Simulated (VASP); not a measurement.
The system is AlGa2P3.

```
CELL_PARAMETERS angstrom
-1.98193 2.80651 6.00532
1.98193 -2.80651 6.00532
1.98193 2.80651 -6.00532
ATOMIC_POSITIONS crystal
Al 0.00000 0.00000 0.00000
Ga 0.66414 0.66414 0.00000
Ga 0.33586 0.33586 0.00000
P 0.50000 0.00000 0.50000
P 0.16676 0.66676 0.50000
P 0.83324 0.33324 0.50000
```

* Program: VASP 6.6.1
* Task: relaxation of cell and atoms
* Functional: PBEsol
* Potentials or basis: VASP PAW PBE potentials, release 64 (Al, Ga_d, P)
* Cutoff: 600 eV
* k mesh: 6 × 6 × 6
* Occupations: fermi-dirac, width 0.03 eV
* Spin: no spin polarisation

At the start: pressure -15.4 GPa; volume 22.27 Å³/atom.

Task: How do energy, volume and symmetry change on relaxing?

Result: Over 12 steps the energy falls by 385.1 meV/atom and the volume is 16.36 Å³/atom (-26.5 %); space group Immm (No. 71, to 0.1 Å) before and after.

Step by step:
```csv
step,energy change (eV),largest force (eV/Å),pressure (GPa),volume (Å³)
1,0.0000,0.3549,-15.41,133.61
2,-2.2860,0.2249,2.05,96.33
3,-2.2974,0.2068,0.07,98.12
4,-2.2963,0.2005,-0.62,98.76
5,-2.3018,0.1553,-0.56,98.71
6,-2.3098,0.0145,-0.43,98.58
7,-2.3094,0.0180,0.60,97.59
8,-2.3105,0.0161,-0.01,98.13
9,-2.3105,0.0161,0.07,98.10
10,-2.3105,0.0162,0.03,98.11
11,-2.3105,0.0109,0.01,98.14
12,-2.3105,0.0098,0.00,98.15
```

Final structure:
```
Al Ga P
1.0
    -1.77019    2.53656    5.46454
     1.77019   -2.53656    5.46454
     1.77019    2.53656   -5.46454
Al Ga P
1 2 3
Cartesian
  0.0000 0.0000 0.0000
  0.0000 0.0000 7.2981
  0.0000 0.0000 3.6310
  0.0000 2.5366 0.0000
  1.7702 0.0000 1.7890
  0.0000 2.5366 3.6756
```

Caveat: the volume moved by over 15 % at a fixed basis, so the end points are rough; the PAW data sets were made with another functional, which shifts forces and pressure a little.
